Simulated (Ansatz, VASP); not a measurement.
AgBr: VASP beside Ansatz

INCAR

```
PREC = Accurate ; ENCUT = 500
EDIFF = 1E-6 ; ISMEAR = 0
SIGMA = 0.01 ; LREAL = False
LASPH = True ; NELM = 120
ALGO = Normal ; ISIF = 2
LWAVE = False ; LCHARG = True
GGA = PE ; LELF = True
LVHAR = True ; NBANDS = 16
GGA_COMPAT = False
```

File KPOINTS:

```
regular mesh
0
Gamma
  2 2 2
```

The input POSCAR:

```
AgBr
1.0
    0.0000000000      2.8701500000      2.8701500000
    2.8701500000      0.0000000000      2.8701500000
    2.8701500000      2.8701500000      0.0000000000
Ag Br
1 1
Direct
    0.0000000000      0.0000000000      0.0000000000
    0.5000000000      0.5000000000      0.5000000000
```

Input for Ansatz:

```yaml
crystal:
  lattice:
    - [0.0, 2.87015, 2.87015]
    - [2.87015, 0.0, 2.87015]
    - [2.87015, 2.87015, 0.0]
  atoms:
    - { symbol: Ag, position: [0.0, 0.0, 0.0] }
    - { symbol: Br, position: [0.5, 0.5, 0.5] }
kpoints:
  mp_grid:
    grid: [2, 2, 2]
hamiltonian:
  xc: pbe
scf:
  convergence:
    dr2_threshold: 1.0e-10
  occupations:
    method: fixed
output:
  stress: true
```

Alike in both runs: task single point; functional PBE; k mesh 2 × 2 × 2; no spin polarisation.

|  | VASP | Ansatz |
| --- | --- | --- |
| version | VASP 6.6.1 | Ansatz 0.2.0 |
| potentials or method | VASP PAW PBE potentials, release 64 (Ag, Br) | plane waves, PAW |
| plane-wave cutoff (eV) | 500 | 420 |
| occupations | gaussian, width 0.01 eV | fixed |
| valence electrons in the cell | 18 | 26 |

```tsv
	VASP	Ansatz	Ansatz less VASP
pressure (GPa)	9.1	9.2	+0.04
```

VASP's potentials hold 18 valence electrons a cell and Ansatz's 26, so a difference there can come from the potentials and not from the codes.

The k mesh is coarse, so the values compare programs but aren't converged.
